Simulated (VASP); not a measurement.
Here is a VASP 6.6.1 calculation.

Contents of POSCAR:

```
TiRh
1.0
    3.1152020000      0.0000000000      0.0000000000
    0.0000000000      3.1152020000      0.0000000000
    0.0000000000      0.0000000000      3.1152020000
Ti Rh
1 1
Direct
    0.5000000000      0.5000000000      0.5000000000
    0.0000000000      0.0000000000      0.0000000000
```

Contents of INCAR.step1:

```
ALGO = Normal
EDIFF = 1E-5
ENCUT = 550
GGA = PE
GGA_COMPAT = F
ISMEAR = 1
LASPH = T
LCHARG = F
LREAL = F
LWAVE = T
NBANDS = 20
NELM = 120
PREC = Accurate
SIGMA = 0.1
```

Contents of INCAR.step2:

```
ALGO = Normal
EDIFF = 1E-6
ENCUT = 550
GGA_COMPAT = F
ISIF = 2
ISMEAR = 1
ISTART = 1
LASPH = T
LCHARG = T
LELF = T
LMIXTAU = T
LREAL = F
LVHAR = T
LWAVE = F
METAGGA = R2SCAN
NBANDS = 20
NELM = 120
PREC = Accurate
SIGMA = 0.1
```

Contents of KPOINTS:

```
k-points
0
Gamma
  5 5 5
```

Potentials or basis: VASP PAW PBE potentials, release 64 (Ti_sv, Rh_pv).

The run is started by

```bash
$ cat potpaw_PBE.64/Ti_sv/POTCAR potpaw_PBE.64/Rh_pv/POTCAR > POTCAR
$ cp INCAR.step1 INCAR
$ mpirun -np 1 vasp_std > vasp.out
$ cp INCAR.step2 INCAR
$ mpirun -np 1 vasp_std > vasp.out
```

What does it give for the pressure?

-4.8 GPa.

Caveat: the k points lie up to 0.40 Å⁻¹ apart; the PAW data sets were made with another functional, which shifts forces and pressure a little.
